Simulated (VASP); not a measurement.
# MoS2 (P6_3/mmc) in VASP: a series of runs, part 3 of 3

VASP 6.6.1. The steps go on from the part before.

## (4) Single point, PBE (volume scaled by 0.98)

File INCAR:

```
SYSTEM = MoS2
ALGO     = Normal         ! electronic algorithm
EDIFF    = 1E-6           ! SCF threshold, eV
ENCUT    = 520            ! plane-wave cutoff, eV
GGA      = PE             ! functional
ISIF     = 2              ! what is computed and relaxed
ISMEAR   = -1             ! smearing method
LASPH    = .True.         ! aspherical terms in the spheres
LCHARG   = .False.        ! write CHGCAR
LREAL    = .False.        ! projectors in reciprocal space
LWAVE    = .False.        ! write WAVECAR
NBANDS   = 35             ! bands
NELM     = 80             ! most SCF steps
PREC     = Accurate       ! precision mode
SIGMA    = 0.05           ! smearing width, eV
```

File KPOINTS:

```
k-points
0
Gamma
  10 10 3
  0 0 0
```

File POSCAR:

```
MoS2
1.0
    3.1397861055      0.0000000000      0.0000000000
   -1.5698930527      2.7191345320      0.0000000000
    0.0000000000      0.0000000000     12.2124804371
Mo S
2 4
Direct
    0.3333333333      0.6666666667      0.2500000000
    0.6666666667      0.3333333333      0.7500000000
    0.3333333333      0.6666666667      0.6275000000
    0.6666666667      0.3333333333      0.1275000000
    0.3333333333      0.6666666667      0.8725000000
    0.6666666667      0.3333333333      0.3725000000
```

Potentials or basis: VASP PAW PBE potentials, release 64 (Mo_sv, S).

Run with:

```sh
cat potpaw_PBE.64/Mo_sv/POTCAR potpaw_PBE.64/S/POTCAR > POTCAR
mpirun -np 1 vasp_std > vasp.out
```

OUTCAR:

```text
SYSTEM = MoS2
   EDIFF = 1E-6
   ENCUT = 520
   GGA = PE
   ISIF = 2
   ISMEAR = -1
   LASPH = .True.
   LREAL = .False.
   NELM = 80
   PREC = Accurate

 ion  position               nearest neighbor table
   1  0.333  0.667  0.250-   4 2.35   6 2.35   4 2.35   6 2.35   4 2.35   6 2.35
   2  0.667  0.333  0.750-   3 2.35   5 2.35   3 2.35   5 2.35   3 2.35   5 2.35
   3  0.333  0.667  0.627-   2 2.35   2 2.35   2 2.35
   4  0.667  0.333  0.127-   1 2.35   1 2.35   1 2.35
   5  0.333  0.667  0.873-   2 2.35   2 2.35   2 2.35
   6  0.667  0.333  0.373-   1 2.35   1 2.35   1 2.35

  LATTYP: Found a hexagonal cell.
 ALAT       =     3.1397861055
 C/A-ratio  =     3.8895899360

  Lattice vectors:

 A1 = (   3.1397861055,   0.0000000000,   0.0000000000)
 A2 = (  -1.5698930527,   2.7191345320,   0.0000000000)
 A3 = (   0.0000000000,   0.0000000000,  12.2124804371)

Analysis of symmetry for initial positions (statically):
=====================================================================
 Subroutine PRICEL returns:
 Original cell was already a primitive cell.

 Routine SETGRP: Setting up the symmetry group for a
 hexagonal supercell.

 Subroutine GETGRP returns: Found 24 space group operations
 (whereof 12 operations were pure point group operations)
 out of a pool of 24 trial point group operations.

The static configuration has the point symmetry D_3d.
 The point group associated with its full space group is D_6h.

Analysis of symmetry for dynamics (positions and initial velocities):
=====================================================================
 Subroutine PRICEL returns:
 Original cell was already a primitive cell.

 Routine SETGRP: Setting up the symmetry group for a
 hexagonal supercell.

 Subroutine GETGRP returns: Found 24 space group operations
 (whereof 12 operations were pure point group operations)
 out of a pool of 24 trial point group operations.

The dynamic configuration has the point symmetry D_3d.
 The point group associated with its full space group is D_6h.

 Subroutine INISYM returns: Found 24 space group operations
 (whereof 12 operations are pure point group operations),
 and found     1 'primitive' translations

----------------------------------------------------------------------------------------

                                     Primitive cell

  volume of cell :     104.2641

  direct lattice vectors                    reciprocal lattice vectors
     3.139786105  0.000000000  0.000000000     0.318493033  0.183882038  0.000000000
    -1.569893053  2.719134532  0.000000000     0.000000000  0.367764076  0.000000000
     0.000000000  0.000000000 12.212480437     0.000000000  0.000000000  0.081883447

  length of vectors
     3.139786105  3.139786107 12.212480437     0.367764077  0.367764076  0.081883447

  position of ions in fractional coordinates (direct lattice)
     0.333333333  0.666666667  0.250000000
     0.666666667  0.333333333  0.750000000
     0.333333333  0.666666667  0.627500000
     0.666666667  0.333333333  0.127500000
     0.333333333  0.666666667  0.872500000
     0.666666667  0.333333333  0.372500000

  ion indices of the primitive-cell ions
   primitive index   ion index
[... 23 lines left out ...]
     0.036776408  0.036776408  0.027294482

  Shift w.r.t. Gamma in fractional coordinates (k-lattice)
     0.000000000  0.000000000  0.000000000

 Subroutine IBZKPT returns following result:
 ===========================================

 Found     28 irreducible k-points:

 Following reciprocal coordinates:
            Coordinates               Weight
  0.000000  0.000000  0.000000      1.000000
  0.100000 -0.000000  0.000000      6.000000
  0.200000 -0.000000  0.000000      6.000000
  0.300000  0.000000  0.000000      6.000000
  0.400000 -0.000000  0.000000      6.000000
  0.500000 -0.000000  0.000000      3.000000
[... 16 lines left out ...]
  0.300000  0.100000  0.333333     24.000000
  0.400000  0.100000  0.333333     24.000000
 [... further k-points ...]
   k-points           NKPTS =     28   k-points in BZ     NKDIM =     28   number of bands    NBANDS=     35
   number of dos      NEDOS =    301   number of ions     NIONS =      6
   total plane-waves  NPLWV =  55296
   dimension x,y,z NGX =    24 NGY =   24 NGZ =   96
   dimension x,y,z NGXF=    48 NGYF=   48 NGZF=  192
   ions per type =               2   4
   NGX,Y,Z   is equivalent  to a cutoff of  12.71, 12.71, 13.07 a.u.
   NGXF,Y,Z  is equivalent  to a cutoff of  25.42, 25.42, 26.14 a.u.
 SYSTEM =  MoS2
   PREC   = accura    normal or accurate (medium, high low for compatibility)
   ISTART =      0    job   : 0-new  1-cont  2-samecut
   ICHARG =      2    charge: 1-file 2-atom 10-const
   ISPIN  =      1    spin polarized calculation?
   LNONCOLLINEAR =      F non collinear calculations
   LSORBIT =      F    spin-orbit coupling
   LASPH  =      T    aspherical Exc in radial PAW
   ENCUT  =  520.0 eV  38.22 Ry    6.18 a.u.   5.84  5.84 22.71*2*pi/ulx,y,z
   NELM   =     80;   NELMIN=  2; NELMDL= -5     # of ELM steps
   EDIFF  = 0.1E-05   stopping-criterion for ELM
   LREAL  =      F    real-space projection
   EDIFFG = 0.1E-04   stopping-criterion for IOM
   NSW    =      0    number of steps for IOM
   IBRION =     -1    ionic relax: 0-MD 1-quasi-New 2-CG
   NFREE  =      0    steps in history (QN), initial steepest desc. (CG)
   ISIF   =      2    stress and relaxation
   ISYM   =      2    0-nonsym 1-usesym 2-fastsym
   POTIM  = 0.5000    time-step for ionic-motion
   TEBEG  =    0.0;   TEEND  =   0.0 temperature during run
   PSTRESS=    0.0 pullay stress
   NELECT =      52.0000    total number of electrons
   NUPDOWN=      -1.0000    fix difference up-down
   EMIN   =  10.00;   EMAX   =-10.00  energy-range for DOS
   EFERMI =   0.00;   METHOD = LEGACY
   ISMEAR =    -1;   SIGMA  =   0.05  broadening in eV -4-tet -1-fermi 0-gaus
   EFERMI_NEDOS =   21; number of points for ismear=-14 and -15
   IALGO  =     38    algorithm
   IMIX   =      4    mixing-type and parameters
     AMIX     =   0.40;   BMIX     =  1.00
     AMIX_MAG =   1.60;   BMIX_MAG =  1.00
  volume/ion in A,a.u.               =      17.38       117.27
  Fermi-wavevector in a.u.,A,eV,Ry     =   1.298268  2.453371 22.932622  1.685500
  Thomas-Fermi vector in A             =   2.429607
   LORBIT       =      0    0 simple, 1 ext, 2 COOP (PROOUT), +10 PAW based schemes
   GGA     = PE    functional components
   LHFCALC =     F    Hartree Fock is set to
   AEXX    =    0.0000 exact exchange contribution
   IVDW    =     0    specifies the selected vdW correction
   LEPSILON=     F    determine dielectric tensor
   LRPA    =     F    only Hartree local field effects (RPA)
 non-spin polarized calculation
  energy-cutoff  :      520.00
  volume of cell :      104.26
 maximum number of plane-waves:      2828
 NGX is ok and might be reduce to    24
   NGX = 11   NGY = 11   NGZ = 45

 number of electron      52.0000002 magnetization

 Free energy of the ion-electron system (eV)
  ---------------------------------------------------
  ext. energy  EPLUGINS =         0.00000000
  ---------------------------------------------------
  free energy    TOTEN  =       -43.32756707 eV

  energy without entropy =      -43.32756154  energy(sigma->0) =      -43.32756431

 E-fermi :   8.3860     XC(G=0): -10.8817

 val. band max:        8.0222578196   @ k =   0.0000   0.0000   0.0000
 cond. band min:       8.9061081460   @ k =   0.3000   0.3000   0.0000
 fundamental gap:      0.8838503264
 Fermi energy:         8.3859868374

 k-point     1 :       0.0000    0.0000    0.0000
  band No.  band energies     occupation
      1     -53.6335      2.00000
      2     -53.6335      2.00000
      3     -27.8296      2.00000
      4     -27.8295      2.00000
      5     -27.5905      2.00000
      6     -27.5905      2.00000
[... 901 lines left out ...]
     34      11.8794      0.00000
     35      13.8509      0.00000

 [... further k-points ...]
[... 5 lines left out ...]
  --------------------------------------------------------------------------------------
  -------------------------------------------------------------------------------------
  Total        6.5382130      6.5382130     11.1268546      0.0000000      0.0000000      0.0000000
  in kB      100.4696779    100.4696780    170.9811982      0.0000000      0.0000000      0.0000000
  external PRESSURE =     123.9735180 kB  Pullay stress =       0.0000000 kB

 VOLUME and BASIS-vectors are now :
 -----------------------------------------------------------------------------
  energy-cutoff  :      520.00
  volume of cell :      104.26
      direct lattice vectors                 reciprocal lattice vectors
     3.139786105  0.000000000  0.000000000     0.318493033  0.183882038  0.000000000
    -1.569893053  2.719134532  0.000000000     0.000000000  0.367764076  0.000000000
     0.000000000  0.000000000 12.212480437     0.000000000  0.000000000  0.081883447

 POSITION                                       TOTAL-FORCE (eV/Angst)
 -----------------------------------------------------------------------------------
     -0.00000      1.81276      3.05312        -0.000000      0.000000      0.000000
      1.56989      0.90638      9.15936        -0.000000     -0.000000      0.000000
     -0.00000      1.81276      7.66333        -0.000000      0.000000     -1.584429
      1.56989      0.90638      1.55709         0.000000     -0.000000     -1.584429
     -0.00000      1.81276     10.65539        -0.000000      0.000000      1.584429
      1.56989      0.90638      4.54915         0.000000      0.000000      1.584429
 -----------------------------------------------------------------------------------
    total drift:                               -0.000000      0.000000     -0.000000

  FREE ENERGIE OF THE ION-ELECTRON SYSTEM (eV)
  ---------------------------------------------------
  free  energy   TOTEN  =       -43.3275670732 eV

  energy  without entropy=      -43.3275615431  energy(sigma->0) =      -43.32756431
```

Run time: 73 s. Hardware: 1 thread of Intel Xeon 6975P-C (Granite Rapids), shared host; peak memory 0.24 GiB.

What came out:

| Item | Value |
| --- | --- |
| Free energy | -43.3276 eV |
| Pressure | 12.4 GPa |
| Largest force | 1.584 eV/Å |
| Band gap on the k mesh | 0.88 eV, indirect (least direct gap 1.92 eV) |

Forces on the atoms (eV/Å):
```
Mo   0.000  0.000  0.000
Mo   0.000  0.000  0.000
S    0.000  0.000 -1.584
S    0.000  0.000 -1.584
S    0.000  0.000  1.584
S    0.000  0.000  1.584
```

Caveat: the cell differs from its parent crystal (volume scaled by 0.98); this functional lacks dispersion, which binds the layers, so the pressure and a relaxed spacing across them are unreliable; forces of over 1 eV/Å act on the atoms, so gaps and moduli don't describe the material at rest. A k mesh can miss the band edges.

## (5) Single point, PBE

This run uses another cell than the first one, of 17.73 Å³/atom, 1.064 times its volume.

File INCAR:

```
SYSTEM = MoS2
PREC = Accurate
ENCUT = 520
EDIFF = 1E-7
ISMEAR = -1
SIGMA = 0.05
LREAL = .FALSE.
LASPH = .TRUE.
NELM = 80
ALGO = Normal
ISIF = 2
LWAVE = .FALSE.
LCHARG = .FALSE.
GGA = PE
NBANDS = 35
```

File KPOINTS:

```
Automatic mesh
0
G
  10 10 3
  0 0 0
```

POSCAR, as its differences from that of step 4:

```diff
@@ -2,5 +2,5 @@
 1.0
-    3.1397861055      0.0000000000      0.0000000000
-   -1.5698930527      2.7191345320      0.0000000000
-    0.0000000000      0.0000000000     12.2124804371
+    3.1610015200      0.0000000000      0.0000000000
+   -1.5805007600      2.7375076200      0.0000000000
+    0.0000000000      0.0000000000     12.2949997000
 Mo S
```

Run with:

```sh
cat potpaw_PBE.64/Mo_sv/POTCAR potpaw_PBE.64/S/POTCAR > POTCAR
mpirun -np 1 vasp_std > vasp.out
```

Run time: 67 s. Hardware: 1 thread of Intel Xeon 6975P-C (Granite Rapids), shared host; peak memory 0.25 GiB.

The run converged. Its results:

| Quantity | Value |
| --- | --- |
| Free energy | -43.4683 eV |
| Pressure | 8.7 GPa |
| Largest force | 1.197 eV/Å |
| Band gap on the k mesh | 0.88 eV, indirect (least direct gap 1.87 eV) |

Forces on the atoms (eV/Å):
```
Mo   0.000  0.000  0.000
Mo   0.000  0.000  0.000
S    0.000  0.000 -1.197
S    0.000  0.000 -1.197
S    0.000  0.000  1.197
S    0.000  0.000  1.197
```

Stress tensor (GPa, compression positive):
```
 6.53  0.00  0.00
 0.00  6.53  0.00
 0.00  0.00 13.12
```

Levels at points of the mesh, in eV from the valence-band top:
```tsv
k point	band 23	band 24	band 25	band 26	band 27	band 28	band 29	band 30
(0.00, 0.00, 0.00)	-2.55	-1.32	-1.12	0.00	1.99	1.99	2.01	2.01
(0.50, 0.00, 0.00)	-2.04	-1.89	-1.57	-1.44	1.41	1.45	1.91	2.10
```

Caveat: this functional lacks dispersion, which binds the layers, so the pressure and a relaxed spacing across them are unreliable; forces of over 1 eV/Å act on the atoms, so gaps and moduli don't describe the material at rest.

## (6) Single point, PBE (volume scaled by 1.02)

INCAR, as its differences from that of step 5:

```diff
@@ -3,3 +3,3 @@
 ENCUT = 520
-EDIFF = 1E-7
+EDIFF = 1E-6
 ISMEAR = -1
@@ -8,3 +8,3 @@
 LASPH = .TRUE.
-NELM = 80
+NELM = 100
 ALGO = Normal
```

KPOINTS is that of step 5.

POSCAR, as its differences from that of step 5:

```diff
@@ -2,5 +2,5 @@
 1.0
-    3.1610015200      0.0000000000      0.0000000000
-   -1.5805007600      2.7375076200      0.0000000000
-    0.0000000000      0.0000000000     12.2949997000
+    3.1819359150      0.0000000000      0.0000000000
+   -1.5909679575      2.7556373379      0.0000000000
+    0.0000000000      0.0000000000     12.3764259121
 Mo S
```

Potentials or basis: VASP PAW PBE potentials, release 64 (Mo_sv, S).

Run with:

```sh
cat potpaw_PBE.64/Mo_sv/POTCAR potpaw_PBE.64/S/POTCAR > POTCAR
mpirun -np 1 vasp_std > vasp.out
```

It took 75 s on 1 thread of Intel Xeon 6975P-C (Granite Rapids), shared host; peak memory 0.25 GiB.

Results (log left out):

* Free energy: -43.5625 eV
* Pressure: 5.4 GPa
* Largest force: 0.837 eV/Å
* Band gap on the k mesh: 0.88 eV, indirect (least direct gap 1.83 eV)

Forces on the atoms (eV/Å):
```
Mo   0.000  0.000  0.000
Mo   0.000  0.000  0.000
S    0.000  0.000 -0.837
S    0.000  0.000 -0.837
S    0.000  0.000  0.837
S    0.000  0.000  0.837
```

Stress tensor (GPa, compression positive):
```
3.35 0.00 0.00
0.00 3.35 0.00
0.00 0.00 9.50
```

Levels at points of the mesh, in eV from the valence-band top:
| k point | band 24 | band 25 | band 26 | band 27 | band 28 | band 29 |
| --- | --- | --- | --- | --- | --- | --- |
| (0.00, 0.00, 0.00) | -1.30 | -1.06 | 0.00 | 1.97 | 1.97 | 1.99 |
| (0.50, 0.00, 0.00) | -1.86 | -1.52 | -1.39 | 1.39 | 1.43 | 1.87 |

Caveat: the cell differs from its parent crystal (volume scaled by 1.02); this functional lacks dispersion, which binds the layers, so the pressure and a relaxed spacing across them are unreliable.

## (7) The runs side by side

```tsv
cell	gap on the mesh (eV)	pressure (GPa)	largest force (eV/Å)
a = 3.096, b = 3.096, c = 12.044 Å, angles 90.0, 90.0, 120.0°, 6 atoms	0.89	21.0	2.45
a = 3.118, b = 3.118, c = 12.129 Å, angles 90.0, 90.0, 120.0°, 6 atoms	0.89	16.5	2.00
a = 3.140, b = 3.140, c = 12.212 Å, angles 90.0, 90.0, 120.0°, 6 atoms	0.88	12.4	1.58
a = 3.161, b = 3.161, c = 12.295 Å, angles 90.0, 90.0, 120.0°, 6 atoms	0.88	8.7	1.20
a = 3.182, b = 3.182, c = 12.376 Å, angles 90.0, 90.0, 120.0°, 6 atoms	0.88	5.4	0.84
```

Alike in all rows: task single point; level PBE; potentials or basis VASP PAW PBE potentials, release 64 (Mo_sv, S); no spin polarisation; k mesh 10 × 10 × 3; cutoff (eV) 520; smearing fermi-dirac 0.05 eV.

Caveats: this functional lacks dispersion, which binds the layers, so the pressure and a relaxed spacing across them are unreliable; forces of over 1 eV/Å act on the atoms, so gaps and moduli don't describe the material at rest (some runs).

Absolute energies hang on the potentials; compare differences alone.
